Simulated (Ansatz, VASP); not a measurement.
**Cl: VASP beside Ansatz**

```xyz
1
Lattice="2.8669 0.0000 0.0000 0.0000 2.8669 0.0000 0.0000 0.0000 2.8669" Properties=species:S:1:pos:R:3 pbc="T T T"
Cl    0.0000    0.0000    0.0000
```

Alike in both runs: task single point; functional PBE; k mesh 15 × 15 × 15; occupations fermi-dirac, width 0.1 eV; no spin polarisation.

|  | VASP | Ansatz |
| --- | --- | --- |
| version | VASP 6.6.1 | Ansatz 0.2.0 |
| potentials or method | VASP PAW PBE potentials, release 64 (Cl), cutoff 520 eV | all-electron LAPW, scalar-relativistic |

```csv
,VASP,Ansatz,Ansatz less VASP
pressure (GPa),-0.1,0.0,+0.10
```

Ansatz ran all-electron here, and VASP with PAW potentials.
